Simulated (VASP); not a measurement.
# Al12O in VASP: single point with PBE

Aim: the single point of Al12O with PBE.

Everything below comes from runs of VASP 6.6.1. Logs are shortened: lines on timing, memory, paths and dates and some standing lists are left out, and cuts for length are marked.

## (1) The cell of the first run

The cell holds a slab with vacuum, 13 atoms: a = 5.714 Å, b = 5.714 Å, c = 19.675 Å, α = 90.00°, β = 90.00°, γ = 90.00°.

## (2) Single point, PBE

Input file INCAR:

```
SYSTEM = Al12O
ALGO = Normal
DIPOL = 0.5 0.5 0.323
EDIFF = 1E-6
ENCUT = 520
GGA = PE
IDIPOL = 3
ISIF = 2
ISMEAR = 0
LASPH = .True.
LCHARG = .False.
LDIPOL = .True.
LREAL = .False.
LWAVE = .False.
NBANDS = 33
NELM = 60
PREC = Accurate
SIGMA = 0.1
```

Input file KPOINTS:

```
k-points
0
Gamma
  5 5 1
  0 0 0
```

Input file POSCAR:

```
Al12O
1.0
    5.7135165838      0.0000000000      0.0000000000
    0.0000000000      5.7135165838      0.0000000000
    0.0000000000      0.0000000000     19.6746954361
Al O
12 1
Direct
    0.2500000000      0.2500000000      0.2033068320
    0.2500000000      0.7500000000      0.2033068320
    0.7500000000      0.2500000000      0.2033068320
    0.7500000000      0.7500000000      0.2033068320
    0.0000000000      0.0000000000      0.3092728611
    0.0000000000      0.5000000000      0.3092728611
    0.5000000000      0.0000000000      0.3092728611
    0.5000000000      0.5000000000      0.3092728611
    0.2500000000      0.2500000000      0.4154928580
    0.2500000000      0.7500000000      0.4154928580
    0.7500000000      0.2500000000      0.4154928580
    0.7500000000      0.7500000000      0.4154928580
    0.3333333333      0.4166666667      0.4804686007
```

Potentials or basis: VASP PAW PBE potentials, release 64 (Al, O).

Launch:

```
> cat potpaw_PBE.64/Al/POTCAR potpaw_PBE.64/O/POTCAR > POTCAR
> mpirun -np 1 vasp_std > vasp.out
```

OUTCAR:

```text
SYSTEM = Al12O
   EDIFF = 1E-6
   ENCUT = 520
   GGA = PE
   ISIF = 2
   ISMEAR = 0
   LASPH = .True.
   LREAL = .False.
   NELM = 60
   PREC = Accurate

 ion  position               nearest neighbor table
   1  0.250  0.250  0.203-   2 2.86   3 2.86   2 2.86   3 2.86   7 2.90   8 2.90   5 2.90   6 2.90

   2  0.250  0.750  0.203-   1 2.86   4 2.86   1 2.86   4 2.86   7 2.90   8 2.90   5 2.90   6 2.90

   3  0.750  0.250  0.203-   1 2.86   4 2.86   4 2.86   1 2.86   7 2.90   8 2.90   5 2.90   6 2.90
[... 4 lines left out ...]
                            11 2.91  12 2.91   9 2.91  10 2.91
   6  0.000  0.500  0.309-   5 2.86   8 2.86   5 2.86   8 2.86   1 2.90   2 2.90   3 2.90   4 2.90
                            11 2.91  12 2.91   9 2.91  10 2.91
   7  0.500  0.000  0.309-   5 2.86   8 2.86   8 2.86   5 2.86   1 2.90   2 2.90   3 2.90   4 2.90
                            11 2.91  12 2.91   9 2.91  10 2.91
   8  0.500  0.500  0.309-   6 2.86   7 2.86   7 2.86   6 2.86   1 2.90   2 2.90   3 2.90   4 2.90
                            11 2.91  12 2.91   9 2.91  10 2.91
   9  0.250  0.250  0.415-  13 1.66  11 2.86  10 2.86  10 2.86  11 2.86   6 2.91   7 2.91   8 2.91
                             5 2.91
  10  0.250  0.750  0.415-  13 2.34  12 2.86   9 2.86   9 2.86  12 2.86   6 2.91   7 2.91   8 2.91
                             5 2.91
  11  0.750  0.250  0.415-   9 2.86  12 2.86  12 2.86   9 2.86   5 2.91   6 2.91   7 2.91   8 2.91

  12  0.750  0.750  0.415-  10 2.86  11 2.86  11 2.86  10 2.86   5 2.91   6 2.91   7 2.91   8 2.91

  13  0.333  0.417  0.480-   9 1.66  10 2.34

  LATTYP: Found a simple tetragonal cell.
 ALAT       =     5.7135165838
 C/A-ratio  =     3.4435351937

  Lattice vectors:

 A1 = (   5.7135165838,   0.0000000000,   0.0000000000)
 A2 = (   0.0000000000,   5.7135165838,   0.0000000000)
 A3 = (   0.0000000000,   0.0000000000,  19.6746954361)

Analysis of symmetry for initial positions (statically):
=====================================================================
 Subroutine PRICEL returns:
 Original cell was already a primitive cell.

 Routine SETGRP: Setting up the symmetry group for a
 simple tetragonal supercell.

 Subroutine GETGRP returns: Found  1 space group operations
 (whereof  1 operations were pure point group operations)
 out of a pool of 16 trial point group operations.

The static configuration has the point symmetry C_1 .

Analysis of symmetry for dynamics (positions and initial velocities):
=====================================================================
 Subroutine PRICEL returns:
 Original cell was already a primitive cell.

 Routine SETGRP: Setting up the symmetry group for a
 simple tetragonal supercell.

 Subroutine GETGRP returns: Found  1 space group operations
 (whereof  1 operations were pure point group operations)
 out of a pool of 16 trial point group operations.

The dynamic configuration has the point symmetry C_1 .

 Subroutine INISYM returns: Found  1 space group operations
 (whereof  1 operations are pure point group operations),
 and found     1 'primitive' translations

----------------------------------------------------------------------------------------

                                     Primitive cell

  volume of cell :     642.2661

  direct lattice vectors                    reciprocal lattice vectors
     5.713516584  0.000000000  0.000000000     0.175023558  0.000000000  0.000000000
     0.000000000  5.713516584  0.000000000     0.000000000  0.175023558  0.000000000
     0.000000000  0.000000000 19.674695436     0.000000000  0.000000000  0.050826708

  length of vectors
     5.713516584  5.713516584 19.674695436     0.175023558  0.175023558  0.050826708

  position of ions in fractional coordinates (direct lattice)
     0.250000000  0.250000000  0.203306832
     0.250000000  0.750000000  0.203306832
     0.750000000  0.250000000  0.203306832
     0.750000000  0.750000000  0.203306832
     0.000000000  0.000000000  0.309272861
     0.000000000  0.500000000  0.309272861
     0.500000000  0.000000000  0.309272861
     0.500000000  0.500000000  0.309272861
     0.250000000  0.250000000  0.415492858
     0.250000000  0.750000000  0.415492858
[... 40 lines left out ...]

 Subroutine IBZKPT returns following result:
 ===========================================

 Found     13 irreducible k-points:

 Following reciprocal coordinates:
            Coordinates               Weight
  0.000000  0.000000  0.000000      1.000000
  0.200000  0.000000  0.000000      2.000000
  0.000000  0.200000  0.000000      2.000000
  0.400000  0.000000  0.000000      2.000000
  0.000000  0.400000  0.000000      2.000000
  0.200000  0.200000  0.000000      2.000000
 -0.200000  0.200000  0.000000      2.000000
  0.400000  0.200000  0.000000      2.000000
 -0.200000  0.400000  0.000000      2.000000
 -0.400000  0.200000  0.000000      2.000000
  0.200000  0.400000  0.000000      2.000000
  0.400000  0.400000  0.000000      2.000000
 -0.400000  0.400000  0.000000      2.000000
   k-points           NKPTS =     13   k-points in BZ     NKDIM =     13   number of bands    NBANDS=     33
   number of dos      NEDOS =    301   number of ions     NIONS =     13
   total plane-waves  NPLWV = 264600
   dimension x,y,z NGX =    42 NGY =   42 NGZ =  150
   dimension x,y,z NGXF=    84 NGYF=   84 NGZF=  300
   ions per type =              12   1
   NGX,Y,Z   is equivalent  to a cutoff of  12.22, 12.22, 12.67 a.u.
   NGXF,Y,Z  is equivalent  to a cutoff of  24.44, 24.44, 25.35 a.u.
 SYSTEM =  Al12O
   PREC   = accura    normal or accurate (medium, high low for compatibility)
   ISTART =      0    job   : 0-new  1-cont  2-samecut
   ICHARG =      2    charge: 1-file 2-atom 10-const
   ISPIN  =      1    spin polarized calculation?
   LNONCOLLINEAR =      F non collinear calculations
   LSORBIT =      F    spin-orbit coupling
   LASPH  =      T    aspherical Exc in radial PAW
   ENCUT  =  520.0 eV  38.22 Ry    6.18 a.u.  10.62 10.62 36.58*2*pi/ulx,y,z
   NELM   =     60;   NELMIN=  2; NELMDL= -5     # of ELM steps
   EDIFF  = 0.1E-05   stopping-criterion for ELM
   LREAL  =      F    real-space projection
   EDIFFG = 0.1E-04   stopping-criterion for IOM
   NSW    =      0    number of steps for IOM
   IBRION =     -1    ionic relax: 0-MD 1-quasi-New 2-CG
   NFREE  =      0    steps in history (QN), initial steepest desc. (CG)
   ISIF   =      2    stress and relaxation
   ISYM   =      2    0-nonsym 1-usesym 2-fastsym
   POTIM  = 0.5000    time-step for ionic-motion
   TEBEG  =    0.0;   TEEND  =   0.0 temperature during run
   PSTRESS=    0.0 pullay stress
   NELECT =      42.0000    total number of electrons
   NUPDOWN=      -1.0000    fix difference up-down
   EMIN   =  10.00;   EMAX   =-10.00  energy-range for DOS
   EFERMI =   0.00;   METHOD = LEGACY
   ISMEAR =     0;   SIGMA  =   0.10  broadening in eV -4-tet -1-fermi 0-gaus
   EFERMI_NEDOS =   21; number of points for ismear=-14 and -15
   IALGO  =     38    algorithm
   IMIX   =      4    mixing-type and parameters
     AMIX     =   0.40;   BMIX     =  1.00
     AMIX_MAG =   1.60;   BMIX_MAG =  1.00
  volume/ion in A,a.u.               =      49.41       333.40
  Fermi-wavevector in a.u.,A,eV,Ry     =   0.659558  1.246384  5.918760  0.435017
  Thomas-Fermi vector in A             =   1.731731
   LORBIT       =      0    0 simple, 1 ext, 2 COOP (PROOUT), +10 PAW based schemes
   GGA     = PE    functional components
   LHFCALC =     F    Hartree Fock is set to
   AEXX    =    0.0000 exact exchange contribution
   IVDW    =     0    specifies the selected vdW correction
   LEPSILON=     F    determine dielectric tensor
   LRPA    =     F    only Hartree local field effects (RPA)
 non-spin polarized calculation
 Gauss-broadening in eV      SIGMA  =   0.10
  energy-cutoff  :      520.00
  volume of cell :      642.27
 maximum number of plane-waves:     17320
   NGX = 21   NGY = 21   NGZ = 73

 dipolmoment           0.000000      0.000000     -0.076823 electrons x Angstroem

 number of electron      41.9999996 magnetization

 dipolmoment           0.000000      0.000000      0.195928 electrons x Angstroem

 Free energy of the ion-electron system (eV)
  ---------------------------------------------------
  ext. energy  EPLUGINS =         0.00000000
  ---------------------------------------------------
  free energy    TOTEN  =       -48.54011048 eV

  energy without entropy =      -48.49472260  energy(sigma->0) =      -48.51741654

 E-fermi :  -0.7991     XC(G=0):  -4.2642

 val. band max:       -0.8047861984   @ k =   0.0000   0.0000   0.0000
 cond. band min:      -0.7781918816   @ k =   0.0000   0.4000   0.0000
 fundamental gap:      0.0265943169
 Fermi energy:        -0.7991467881

 k-point     1 :       0.0000    0.0000    0.0000
  band No.  band energies     occupation
      1     -18.3277      2.00000
      2     -10.8564      2.00000
      3      -8.6720      2.00000
      4      -6.5690      2.00000
      5      -6.5132      2.00000
      6      -6.4239      2.00000
[... 457 lines left out ...]
     32       2.3471      0.00000
     33       2.5849      0.00000

------------------------ aborting loop because EDIFF is reached ----------------------------------------

 vacuum level on the upper side and lower side of the slab       (xc-potential included)         0.510        -0.547

  FORCE on cell =-STRESS in cart. coord.  units (eV):
  Direction    XX          YY          ZZ          XY          YZ          ZX
  --------------------------------------------------------------------------------------
  -------------------------------------------------------------------------------------
  Total       -6.2682882     -8.7206879     -0.8728145      1.8702762      2.1941184      0.0991624
  in kB      -15.6366796    -21.7543606     -2.1772962      4.6655337      5.4733806      0.2473675
  external PRESSURE =     -13.1894455 kB  Pullay stress =       0.0000000 kB

 VOLUME and BASIS-vectors are now :
 -----------------------------------------------------------------------------
  energy-cutoff  :      520.00
  volume of cell :      642.27
      direct lattice vectors                 reciprocal lattice vectors
     5.713516584  0.000000000  0.000000000     0.175023558  0.000000000  0.000000000
     0.000000000  5.713516584  0.000000000     0.000000000  0.175023558  0.000000000
     0.000000000  0.000000000 19.674695436     0.000000000  0.000000000  0.050826708

 POSITION                                       TOTAL-FORCE (eV/Angst)
 -----------------------------------------------------------------------------------
      1.42838      1.42838      4.00000         0.025031      0.025401      0.096902
      1.42838      4.28514      4.00000         0.001804      0.010356      0.074004
      4.28514      1.42838      4.00000        -0.008664      0.035217      0.090762
      4.28514      4.28514      4.00000        -0.009920     -0.052072      0.020648
      0.00000      0.00000      6.08485        -0.087542     -0.005456     -0.100407
      0.00000      2.85676      6.08485         0.087020      0.044157     -0.005536
      2.85676      0.00000      6.08485         0.108590      0.089759      0.047773
      2.85676      2.85676      6.08485         0.024723      0.007920     -0.065168
      1.42838      1.42838      8.17470        -0.687141     -1.230773     -1.040862
      1.42838      4.28514      8.17470         0.228362     -1.130092      0.880067
      4.28514      1.42838      8.17470        -0.156666      0.019171      0.010364
      4.28514      4.28514      8.17470         0.152794      0.185337     -0.067708
      1.90451      2.38063      9.45307         0.321610      2.001074      0.059162
 -----------------------------------------------------------------------------------
    total drift:                               -0.000137     -0.000087     -0.000081

  FREE ENERGIE OF THE ION-ELECTRON SYSTEM (eV)
  ---------------------------------------------------
  free  energy   TOTEN  =       -48.5401104839 eV

  energy  without entropy=      -48.4947226040  energy(sigma->0) =      -48.51741654

 vacuum level on the upper side and lower side of the slab         4.679         3.591
```

It took 5.9 min on 1 thread of Intel Xeon Platinum 8559C (Emerald Rapids), shared host; peak memory 0.64 GiB.

Results:

```yaml
Free_energy: -48.5401 eV
Largest_force: 2.028 eV/Å
Band_gap_on_the_k_mesh: zero (band 21 reaches -0.16 eV, above the bottom of band 22 at -0.97 eV)
```

Forces on the atoms (eV/Å):
```
Al   0.025  0.025  0.097
Al   0.002  0.010  0.074
Al  -0.009  0.035  0.091
Al  -0.010 -0.052  0.021
Al  -0.088 -0.005 -0.100
Al   0.087  0.044 -0.006
Al   0.109  0.090  0.048
Al   0.025  0.008 -0.065
Al  -0.687 -1.231 -1.041
Al   0.228 -1.130  0.880
Al  -0.157  0.019  0.010
Al   0.153  0.185 -0.068
O    0.322  2.001  0.059
```
